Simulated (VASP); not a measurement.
Write the native input for VASP 6.6.1 that does the following.

```
Task                   : relaxation of cell and atoms
Functional             : LDA
Potentials or basis    : VASP PAW LDA potentials, release 64 (Cs_sv)
Cutoff                 : 500 eV
k mesh                 : 10 × 10 × 10
Occupations            : fermi-dirac, width 0.1 eV
Spin                   : no spin polarisation
Target pressure        : 0.061 GPa
Dipole correction      : no
Further INCAR settings : ALGO = Normal; EDIFF = 1e-07; IBRION = 2; EDIFFG = -0.005; NSW = 60; ISIF = 3
```

The structure of Cs lies in POSCAR:

```
Cs
1.0
   -2.8617954356      2.8617954356      2.8617954356
    2.8617954356     -2.8617954356      2.8617954356
    2.8617954356      2.8617954356     -2.8617954356
Cs
1
Direct
    0.0000000000      0.0000000000      0.0000000000
```

These files were run (other wordings do the same):

INCAR

```
ALGO = Normal
EDIFF = 1E-7
EDIFFG = -0.005
ENCUT = 500
GGA = CA
GGA_COMPAT = F
IBRION = 2
ISIF = 3
ISMEAR = -1
LASPH = T
LCHARG = F
LREAL = F
LWAVE = F
NELM = 120
NELMIN = 4
NSW = 60
PREC = Accurate
PSTRESS = 0.61
SIGMA = 0.1
```

KPOINTS

```
k-points
0
Gamma
  10 10 10
```

Potentials or basis: VASP PAW LDA potentials, release 64 (Cs_sv).

The run is started by

```console
$ cat potpaw_LDA.64/Cs_sv/POTCAR > POTCAR
$ mpirun -np 1 vasp_std > vasp.out
```

Results of the run:

```json
{
  "Relaxed volume": "93.13 Å³/atom",
  "Relaxed cell": "a = 4.946 Å, b = 4.946 Å, c = 4.946 Å, α = 109.47°, β = 109.47°, γ = 109.47°",
  "Space group after relaxing (to 0.1 Å)": "Im-3m (No. 229)",
  "Energy change on relaxing (the run minimises the enthalpy)": "+0.2 meV/atom",
  "Ionic steps": "3",
  "Pressure after relaxing": "0.1 GPa",
  "Band gap on the k mesh": "zero (an odd number of electrons rules out a gap without spin polarisation)"
}
```

Caveat: the cell is relaxed towards a set pressure, so the run minimises the enthalpy, not the energy; spin-orbit coupling is left out, which moves the levels of the heavy elements.

Wall time 67 s on 1 thread of Intel Xeon 8259CL, with other jobs on the host, peak memory 0.19 GiB.
